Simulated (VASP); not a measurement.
# Al (P6_3/mmc) in VASP: a series of runs

Runs on Al. Level: PBE+D3(BJ). Tasks: single point.

All numbers are computed with VASP 6.6.1; they aren't measurements. Logs are shortened: lines on timing, memory, paths and dates and some standing lists are left out, and cuts for length are marked.

### 1 The cell of the first run

Symmetry: P6_3/mmc, No. 194, hexagonal system. The conventional cell has a = 2.870 Å, b = 2.870 Å, c = 9.422 Å, α = 90.00°, β = 90.00°, γ = 120.00°. Al (site symmetry -3m) has 12 Al at 2.87 to 2.88 Å within 3.8 Å. Within 3.8 Å of Al (site symmetry -6m2) lie 12 Al at 2.87 to 2.88 Å.

This isn't the form of Al at room conditions, which is fcc.

### 2 Single point, PBE+D3(BJ) (16.80 Å³/atom)

Contents of INCAR:

```
SYSTEM = Al
PREC     = Accurate       ! precision mode
ENCUT    = 520            ! plane-wave cutoff, eV
EDIFF    = 1E-7           ! SCF threshold, eV
ISMEAR   = 0              ! smearing method
SIGMA    = 0.15           ! smearing width, eV
LREAL    = .FALSE.        ! projectors in reciprocal space
LASPH    = .TRUE.         ! aspherical terms in the spheres
NELM     = 80             ! most SCF steps
ALGO     = Normal         ! electronic algorithm
ISIF     = 2              ! what is computed and relaxed
LWAVE    = .FALSE.        ! write WAVECAR
LCHARG   = .FALSE.        ! write CHGCAR
GGA      = PE             ! functional
IVDW     = 12             ! dispersion correction
NBANDS   = 14             ! bands
```

Contents of KPOINTS:

```
regular mesh
0
G
  18 18 6
  0 0 0
```

Contents of POSCAR:

```
Al
1.0
    2.8696369453      0.0000000000      0.0000000000
   -1.4348184727      2.4851784942      0.0000000000
    0.0000000000      0.0000000000      9.4223423467
Al
4
Direct
    0.0000000000      0.0000000000      0.0000000000
    0.3333333333      0.6666666667      0.2500000000
    0.0000000000      0.0000000000      0.5000000000
    0.6666666667      0.3333333333      0.7500000000
```

Potentials or basis: VASP PAW PBE potentials, release 64 (Al).

On the command line:

```bash
$ cat potpaw_PBE.64/Al/POTCAR > POTCAR
$ mpirun -np 1 vasp_std > vasp.out
```

OUTCAR:

```text
SYSTEM = Al
   PREC = Accurate
   ENCUT = 520
   EDIFF = 1E-7
   ISMEAR = 0
   LREAL = .FALSE.
   LASPH = .TRUE.
   NELM = 80
   ISIF = 2
   GGA = PE
   IVDW = 12
 IVDW          = 12

 ion  position               nearest neighbor table
   1  0.000  0.000  0.000-   2 2.88   4 2.88   2 2.88   4 2.88   4 2.88   2 2.88
   2  0.333  0.667  0.250-   1 2.88   3 2.88   1 2.88   3 2.88   1 2.88   3 2.88
   3  0.000  0.000  0.500-   2 2.88   4 2.88   2 2.88   4 2.88   4 2.88   2 2.88
   4  0.667  0.333  0.750-   1 2.88   3 2.88   1 2.88   3 2.88   1 2.88   3 2.88

  LATTYP: Found a hexagonal cell.
 ALAT       =     2.8696369453
 C/A-ratio  =     3.2834614714

  Lattice vectors:

 A1 = (   2.8696369453,   0.0000000000,   0.0000000000)
 A2 = (  -1.4348184727,   2.4851784942,   0.0000000000)
 A3 = (   0.0000000000,   0.0000000000,   9.4223423467)

Analysis of symmetry for initial positions (statically):
=====================================================================
 Subroutine PRICEL returns:
 Original cell was already a primitive cell.

 Routine SETGRP: Setting up the symmetry group for a
 hexagonal supercell.

 Subroutine GETGRP returns: Found 24 space group operations
 (whereof 12 operations were pure point group operations)
 out of a pool of 24 trial point group operations.

The static configuration has the point symmetry D_3d.
 The point group associated with its full space group is D_6h.

Analysis of symmetry for dynamics (positions and initial velocities):
=====================================================================
 Subroutine PRICEL returns:
 Original cell was already a primitive cell.

 Routine SETGRP: Setting up the symmetry group for a
 hexagonal supercell.

 Subroutine GETGRP returns: Found 24 space group operations
 (whereof 12 operations were pure point group operations)
 out of a pool of 24 trial point group operations.

The dynamic configuration has the point symmetry D_3d.
 The point group associated with its full space group is D_6h.

 Subroutine INISYM returns: Found 24 space group operations
 (whereof 12 operations are pure point group operations),
 and found     1 'primitive' translations

----------------------------------------------------------------------------------------

                                     Primitive cell

  volume of cell :      67.1960

  direct lattice vectors                    reciprocal lattice vectors
     2.869636945  0.000000000  0.000000000     0.348476138  0.201192792  0.000000000
    -1.434818473  2.485178494  0.000000000     0.000000000  0.402385584  0.000000000
     0.000000000  0.000000000  9.422342347     0.000000000  0.000000000  0.106130722

  length of vectors
     2.869636945  2.869636945  9.422342347     0.402385584  0.402385584  0.106130722

  position of ions in fractional coordinates (direct lattice)
     0.000000000  0.000000000  0.000000000
     0.333333333  0.666666667  0.250000000
     0.000000000  0.000000000  0.500000000
     0.666666667  0.333333333  0.750000000

  ion indices of the primitive-cell ions
   primitive index   ion index
                 1           1
                 2           2
                 3           3
                 4           4

----------------------------------------------------------------------------------------

 KPOINTS: regular mesh

Automatic generation of k-mesh.
 Grid dimensions read from file:
 generate k-points for:   18   18    6

 Generating k-lattice:

  Cartesian coordinates                     Fractional coordinates (reciprocal lattice)
     0.019359785  0.011177377  0.000000000     0.055555556  0.000000000  0.000000000
     0.000000000  0.022354755  0.000000000     0.000000000  0.055555556  0.000000000
     0.000000000  0.000000000  0.017688454     0.000000000  0.000000000  0.166666667

  Length of vectors
     0.022354755  0.022354755  0.017688454

  Shift w.r.t. Gamma in fractional coordinates (k-lattice)
     0.000000000  0.000000000  0.000000000

 Subroutine IBZKPT returns following result:
 ===========================================

 Found    148 irreducible k-points:

 Following reciprocal coordinates:
            Coordinates               Weight
  0.000000  0.000000  0.000000      1.000000
  0.055556  0.000000  0.000000      6.000000
  0.111111  0.000000  0.000000      6.000000
  0.166667 -0.000000  0.000000      6.000000
  0.222222 -0.000000  0.000000      6.000000
  0.277778  0.000000  0.000000      6.000000
[... 16 lines left out ...]
  0.333333  0.111111  0.000000     12.000000
  0.388889  0.111111  0.000000     12.000000
 [... further k-points ...]
   k-points           NKPTS =    148   k-points in BZ     NKDIM =    148   number of bands    NBANDS=     14
   number of dos      NEDOS =    301   number of ions     NIONS =      4
   total plane-waves  NPLWV =  40320
   dimension x,y,z NGX =    24 NGY =   24 NGZ =   70
   dimension x,y,z NGXF=    48 NGYF=   48 NGZF=  140
   ions per type =               4
   NGX,Y,Z   is equivalent  to a cutoff of  13.90, 13.90, 12.35 a.u.
   NGXF,Y,Z  is equivalent  to a cutoff of  27.81, 27.81, 24.70 a.u.
 SYSTEM =  Al
   PREC   = accura    normal or accurate (medium, high low for compatibility)
   ISTART =      0    job   : 0-new  1-cont  2-samecut
   ICHARG =      2    charge: 1-file 2-atom 10-const
   ISPIN  =      1    spin polarized calculation?
   LNONCOLLINEAR =      F non collinear calculations
   LSORBIT =      F    spin-orbit coupling
   LASPH  =      T    aspherical Exc in radial PAW
   ENCUT  =  520.0 eV  38.22 Ry    6.18 a.u.   5.34  5.34 17.52*2*pi/ulx,y,z
   NELM   =     80;   NELMIN=  2; NELMDL= -5     # of ELM steps
   EDIFF  = 0.1E-06   stopping-criterion for ELM
   LREAL  =      F    real-space projection
   EDIFFG = 0.1E-05   stopping-criterion for IOM
   NSW    =      0    number of steps for IOM
   IBRION =     -1    ionic relax: 0-MD 1-quasi-New 2-CG
   NFREE  =      0    steps in history (QN), initial steepest desc. (CG)
   ISIF   =      2    stress and relaxation
   ISYM   =      2    0-nonsym 1-usesym 2-fastsym
   POTIM  = 0.5000    time-step for ionic-motion
   TEBEG  =    0.0;   TEEND  =   0.0 temperature during run
   PSTRESS=    0.0 pullay stress
   NELECT =      12.0000    total number of electrons
   NUPDOWN=      -1.0000    fix difference up-down
   EMIN   =  10.00;   EMAX   =-10.00  energy-range for DOS
   EFERMI =   0.00;   METHOD = LEGACY
   ISMEAR =     0;   SIGMA  =   0.15  broadening in eV -4-tet -1-fermi 0-gaus
   EFERMI_NEDOS =   21; number of points for ismear=-14 and -15
   IALGO  =     38    algorithm
   IMIX   =      4    mixing-type and parameters
     AMIX     =   0.40;   BMIX     =  1.00
     AMIX_MAG =   1.60;   BMIX_MAG =  1.00
  volume/ion in A,a.u.               =      16.80       113.37
  Fermi-wavevector in a.u.,A,eV,Ry     =   0.921908  1.742153 11.563779  0.849914
  Thomas-Fermi vector in A             =   2.047376
   LORBIT       =      0    0 simple, 1 ext, 2 COOP (PROOUT), +10 PAW based schemes
   GGA     = PE    functional components
   LHFCALC =     F    Hartree Fock is set to
   AEXX    =    0.0000 exact exchange contribution
   IVDW    =    12    specifies the selected vdW correction
   LEPSILON=     F    determine dielectric tensor
   LRPA    =     F    only Hartree local field effects (RPA)
 non-spin polarized calculation
 Gauss-broadening in eV      SIGMA  =   0.15
  energy-cutoff  :      520.00
  volume of cell :       67.20
 maximum number of plane-waves:      1835
 NGX is ok and might be reduce to    24
   NGX = 11   NGY = 11   NGZ = 35

 number of electron      12.0000000 magnetization

 Free energy of the ion-electron system (eV)
  ---------------------------------------------------
  ext. energy  EPLUGINS =         0.00000000
  ---------------------------------------------------
  free energy    TOTEN  =       -14.93898667 eV

  energy without entropy =      -14.92146737  energy(sigma->0) =      -14.93022702

 E-fermi :   7.8091     XC(G=0): -10.1327

 val. band max:        7.7789752751   @ k =   0.2778   0.2222   0.0000
 cond. band min:       7.8337124005   @ k =   0.4444   0.0556   0.3333
 fundamental gap:      0.0547371254
 Fermi energy:         7.8091080494

 k-point     1 :       0.0000    0.0000    0.0000
  band No.  band energies     occupation
      1      -3.1982      2.00000
      2      -1.5430      2.00000
      3      -1.5371      2.00000
      4       3.2654      2.00000
      5       3.3922      2.00000
      6      11.1146      0.00000
      7      11.1260      0.00000
      8      18.4137      0.00000
      9      18.4137      0.00000
     10      18.6243      0.00000
     11      18.6243      0.00000
     12      19.6252      0.00000
     13      19.6253      0.00000
     14      19.8185      0.00000

 k-point     2 :       0.0556    0.0000    0.0000
  band No.  band energies     occupation
      1      -3.1243      2.00000
      2      -1.4698      2.00000
      3      -1.4640      2.00000
      4       3.3341      2.00000
      5       3.4647      2.00000
      6      11.1748      0.00000
      7      11.1885      0.00000
      8      16.8464      0.00000
      9      17.4416      0.00000
     10      18.1826      0.00000
     11      18.2678      0.00000
     12      18.7684      0.00000
     13      18.8081      0.00000
     14      18.8470      0.00000

 k-point     3 :       0.1111    0.0000    0.0000
  band No.  band energies     occupation
      1      -2.9026      2.00000
      2      -1.2506      2.00000
      3      -1.2449      2.00000
      4       3.5401      2.00000
      5       3.6813      2.00000
      6      11.3466      0.00000
      7      11.3718      0.00000
      8      14.8391      0.00000
      9      16.1993      0.00000
     10      16.2839      0.00000
     11      16.4908      0.00000
     12      17.9040      0.00000
     13      17.9062      0.00000
     14      18.0310      0.00000

 k-point     4 :       0.1667   -0.0000    0.0000
  band No.  band energies     occupation
      1      -2.5340      2.00000
      2      -0.8860      2.00000
      3      -0.8805      2.00000
      4       3.8831      2.00000
      5       4.0398      2.00000
      6      11.5409      0.00000
      7      11.6503      0.00000
      8      12.9388      0.00000
      9      14.2025      0.00000
     10      14.3286      0.00000
     11      15.6657      0.00000
     12      17.0868      0.00000
     13      17.0917      0.00000
     14      17.1155      0.00000

 k-point     5 :       0.2222   -0.0000    0.0000
  band No.  band energies     occupation
      1      -2.0195      2.00000
      2      -0.3773      2.00000
      3      -0.3721      2.00000
      4       4.3628      2.00000
      5       4.5349      2.00000
      6      10.6343      0.00000
      7      11.7189      0.00000
      8      12.2388      0.00000
      9      12.3864      0.00000
     10      12.7846      0.00000
     11      14.9682      0.00000
[... 276 lines left out ...]
 k-point    22 :       0.2778    0.1111    0.0000
  band No.  band energies     occupation
      1      -0.3420      2.00000
      2       1.2808      2.00000
      3       1.2839      2.00000
      4       5.9246      2.00000
      5       6.0132      2.00000
      6       7.4892      1.99744
      7       8.9016      0.00000
      8       8.9604      0.00000
      9      10.9955      0.00000
     10      12.3822      0.00000
     11      12.6208      0.00000
     12      13.3272      0.00000
     13      13.4899      0.00000
     14      14.3349      0.00000

 k-point    23 :       0.3333    0.1111    0.0000
  band No.  band energies     occupation
      1       0.5971      2.00000
      2       2.2076      2.00000
      3       2.2078      2.00000
      4       5.5940      2.00000
      5       6.6919      2.00000
      6       6.9611      2.00000
      7       7.4583      1.99906
      8       7.6307      1.90745
      9      10.6096      0.00000
     10      11.6955      0.00000
     11      12.0223      0.00000
     12      12.3449      0.00000
     13      12.6625      0.00000
     14      14.8147      0.00000

 k-point    24 :       0.3889    0.1111    0.0000
  band No.  band energies     occupation
      1       1.6721      2.00000
      2       3.2528      2.00000
      3       3.2621      2.00000
      4       4.2083      2.00000
      5       5.8086      2.00000
      6       5.8461      2.00000
      7       7.9171      0.30844
      8       8.2194      0.00011
      9      10.1338      0.00000
     10      10.3755      0.00000
     11      11.1716      0.00000
     12      12.0894      0.00000
     13      12.2762      0.00000
     14      15.6484      0.00000

 [... further k-points ...]

------------------------ aborting loop because EDIFF is reached ----------------------------------------

 Edisp (eV)   -1.32031

 E8    (eV) :    -0.5902

  FORCE on cell =-STRESS in cart. coord.  units (eV):
  Direction    XX          YY          ZZ          XY          YZ          ZX
  --------------------------------------------------------------------------------------
  -------------------------------------------------------------------------------------
  Total      -1.87644    -1.87644    -1.79620     0.00000     0.00000     0.00000
  in kB     -44.74066   -44.74066   -42.82732     0.00000     0.00000     0.00000
  external pressure =      -44.10 kB  Pullay stress =        0.00 kB

 VOLUME and BASIS-vectors are now :
 -----------------------------------------------------------------------------
  energy-cutoff  :      520.00
  volume of cell :       67.20
      direct lattice vectors                 reciprocal lattice vectors
     2.869636945  0.000000000  0.000000000     0.348476138  0.201192792  0.000000000
    -1.434818473  2.485178494  0.000000000     0.000000000  0.402385584  0.000000000
     0.000000000  0.000000000  9.422342347     0.000000000  0.000000000  0.106130722

 POSITION                                       TOTAL-FORCE (eV/Angst)
 -----------------------------------------------------------------------------------
      0.00000      0.00000      0.00000         0.000000      0.000000     -0.000000
     -0.00000      1.65679      2.35559         0.000000      0.000000     -0.000000
      0.00000      0.00000      4.71117         0.000000      0.000000     -0.000000
      1.43482      0.82839      7.06676        -0.000000     -0.000000      0.000000
 -----------------------------------------------------------------------------------
    total drift:                               -0.000000      0.000000      0.000000

  FREE ENERGIE OF THE ION-ELECTRON SYSTEM (eV)
  ---------------------------------------------------
  free  energy   TOTEN  =       -16.2592987077 eV

  energy  without entropy=      -16.2417794058  energy(sigma->0) =      -16.25053906
```

Wall time 98 s (1 thread of Intel Xeon Platinum 8488C (Sapphire Rapids), shared host); peak memory 0.26 GiB.

What came out:

* Free energy: -16.2593 eV
* Pressure: -4.4 GPa
* Band gap on the k mesh: zero (bands 6 and 7 overlap by 5.36 eV)
* Dispersion energy per atom: -0.330 eV

Stress tensor (GPa, compression positive):
```
-4.47  0.00  0.00
 0.00 -4.47  0.00
 0.00  0.00 -4.28
```

Levels at points of the mesh, in eV from the Fermi level:
```tsv
k point	band 2	band 3	band 4	band 5	band 6	band 7	band 8	band 9	band 10	band 11
(0.00, 0.00, 0.00)	-9.35	-9.35	-4.54	-4.42	3.31	3.32	10.60	10.60	10.82	10.82
(0.50, 0.00, 0.00)	-5.09	-3.85	-3.77	-3.31	-3.20	0.84	1.23	1.31	1.54	5.58
(0.00, 0.00, 0.50)	-10.59	-7.30	-7.30	-0.92	-0.92	8.10	8.10	10.91	10.91	10.91
(0.50, 0.00, 0.50)	-4.80	-4.70	-4.70	-1.83	-1.83	-1.19	-1.19	4.46	4.46	4.68
```

Caveat: the cell stands under tension.

[end of part 1 of 2]

The gap in the log of VASP goes by the Fermi energy; the results here count the filled bands.